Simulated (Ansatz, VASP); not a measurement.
## Two plane-wave programs on CuO

File INCAR:

```
  PREC = Accurate
  ENCUT = 820
  EDIFF = 1E-6
  ISMEAR = 0
  SIGMA = 0.1
  LREAL = F
  LASPH = T
  NELM = 120
  ALGO = Normal
  ISIF = 2
  LWAVE = F
  LCHARG = F
  GGA = PS
  NBANDS = 33
  GGA_COMPAT = F
```

KPOINTS

```
Automatic mesh
0
Gamma
  4 4 4
```

The input POSCAR:

```
CuO
1.0
    2.8795009639      0.0000000000      0.0000000000
    0.0390727580      2.8792794796      0.0000000000
    0.0174953863      0.0172449008      5.1763391994
Cu O
2 2
Direct
    0.5000000000      0.0000000000      0.5000000000
    0.0000000000      0.5000000000      0.0000000000
    0.0015760300      0.9983282200      0.2501129000
    0.9984239700      0.0016717800      0.7498871000
```

Input for Ansatz:

```yaml
crystal:
  lattice:
    - [2.8795009639, 0.0, 0.0]
    - [0.039072758, 2.8792794796, 0.0]
    - [0.0174953863, 0.0172449008, 5.1763391994]
  atoms:
    - { symbol: Cu, position: [0.5, 0.0, 0.5] }
    - { symbol: Cu, position: [0.0, 0.5, 0.0] }
    - { symbol: O, position: [0.00157603, 0.99832822, 0.2501129] }
    - { symbol: O, position: [0.99842397, 0.00167178, 0.7498871] }
basis:
  ecutwfc: 420
kpoints:
  mp_grid: { grid: [4, 4, 4] }
hamiltonian:
  xc: pbesol
scf:
  occupations: { method: gaussian, width: 0.1 }
output:
  forces: true
  stress: true
  eigenvalues: true
```

Alike in both runs: task single point; functional PBEsol; k mesh 4 × 4 × 4; occupations gaussian, width 0.1 eV; no spin polarisation.

|  | VASP | Ansatz |
| --- | --- | --- |
| version | VASP 6.6.1 | Ansatz 0.2.0 |
| potentials or method | VASP PAW PBE potentials, release 64 (Cu_sv_GW, O), cutoff 820 eV | scalar-relativistic, plane waves, PAW |
| valence electrons in the cell | 50 | 50 |

|  | VASP | Ansatz | Ansatz less VASP |
| --- | --- | --- | --- |
| gap on the k mesh at the Fermi level (eV) | none | none | - |
| pressure (GPa) | -2.6 | -2.1 | +0.53 |
| traceless stress, the component that is largest in VASP (GPa) | -2.60 | -2.65 | -0.050 |
| rms of the force components (eV/Å) | 0.006 | 0.006 | 0.0000 |

VASP's potentials were made for PBE, not for PBEsol. Atom by atom the forces differ by 0.000 eV/Å (rms over components). A gap of «none» marks a metal or a gap that the smearing closes.

The k mesh is coarse, so the values compare programs but aren't converged.
